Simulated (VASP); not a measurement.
Set up this calculation in VASP 6.6.1, as the native input.

| Item | Value |
| --- | --- |
| Task | single point |
| Functional | PBEsol |
| Potentials or basis | VASP PAW PBE potentials, release 64 (C) |
| Cutoff | 520 eV |
| k mesh | 15 × 15 × 15 |
| Occupations | gaussian, width 0.05 eV |
| Spin | no spin polarisation |
| Dipole correction | no |
| Further INCAR settings | ALGO = Normal; EDIFF = 1e-07; NBANDS = 11 |

The structure of C lies in POSCAR:

```
C
1.0
    1.1666250292      0.6735512746      3.5143613814
   -1.1666250292      0.6735512746      3.5143613814
    0.0000000000     -1.3471025493      3.5143613814
C
2
Direct
    0.1640000000      0.1640000000      0.1640000000
    0.8360000000      0.8360000000      0.8360000000
```

This cell differs from its parent crystal: strain -0.050 along x and y, +0.050 along z.

One way to write it, as run:

INCAR

```
ALGO = Normal
EDIFF = 1E-7
ENCUT = 520
GGA = PS
ISIF = 2
ISMEAR = 0
LASPH = T
LCHARG = F
LREAL = F
LWAVE = F
NBANDS = 11
NELM = 60
PREC = Accurate
SIGMA = 0.05
```

KPOINTS

```
k-points
0
Gamma
  15 15 15
```

Potentials or basis: VASP PAW PBE potentials, release 64 (C).

Run with:

```sh
$ cat potpaw_PBE.64/C/POTCAR > POTCAR
$ mpirun -np 1 vasp_std > vasp.out
```

It gave:

```json
{"Pressure": "53.0 GPa", "Largest force": "0.850 eV/Å"}
```

Caveat: the cell differs from its parent crystal (strain -0.050 along x and y, +0.050 along z); the cell stands under pressure; this functional lacks dispersion, which binds the layers, so the pressure and a relaxed spacing across them are unreliable; the PAW data sets were made with another functional, which shifts forces and pressure a little.

Run time: 2.6 min on 1 thread of Intel Xeon 8259CL (shared host), peak memory 0.19 GiB.
